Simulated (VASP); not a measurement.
Here is a VASP 6.6.1 calculation.

Contents of INCAR:

```
SYSTEM = Hf3SiMo
PREC     = Accurate       ! precision mode
ENCUT    = 520            ! plane-wave cutoff, eV
EDIFF    = 1E-7           ! SCF threshold, eV
ISMEAR   = 0              ! smearing method
SIGMA    = 0.1            ! smearing width, eV
LREAL    = .False.        ! projectors in reciprocal space
LASPH    = .True.         ! aspherical terms in the spheres
NELM     = 150            ! most SCF steps
ALGO     = Fast           ! electronic algorithm
ISIF     = 2              ! what is computed and relaxed
LWAVE    = .False.        ! write WAVECAR
LCHARG   = .True.         ! write CHGCAR
ISPIN    = 2              ! spin polarisation
MAGMOM   = 0 0 0 0 1      ! initial moments
LORBIT   = 11             ! projections on sites
LMAXMIX  = 4              ! l up to which the mixer works
GGA      = PE             ! functional
LELF     = .True.         ! ELF
LVHAR    = .True.       
NBANDS   = 36             ! bands
```

Contents of KPOINTS:

```
regular mesh
0
Gamma
  4 4 4
  0 0 0
```

The input POSCAR:

```
Hf3SiMo
1.0
    4.8186678638      0.0000000000      0.0000000000
    0.0000000000      4.8186678638      0.0000000000
    0.0000000000      0.0000000000      4.8186678638
Hf Si Mo
3 1 1
Direct
    0.0000000000      0.5000000000      0.5000000000
    0.5000000000      0.0000000000      0.5000000000
    0.5000000000      0.5000000000      0.0000000000
    0.5000000000      0.5000000000      0.5000000000
    0.0000000000      0.0000000000      0.0000000000
```

Potentials or basis: VASP PAW PBE potentials, release 64 (Hf_pv, Si, Mo_sv).

Launch:

```bash
$ cat potpaw_PBE.64/Hf_pv/POTCAR potpaw_PBE.64/Si/POTCAR potpaw_PBE.64/Mo_sv/POTCAR > POTCAR
$ mpirun -np 1 vasp_std > vasp.out
```

Question: Estimate the band gap on the k mesh.

Answer: Zero (filled and empty bands overlap).

Question: Estimate the pressure.

Answer: 0.2 GPa.

Caveat: spin-orbit coupling is left out, which moves the levels of the heavy elements.
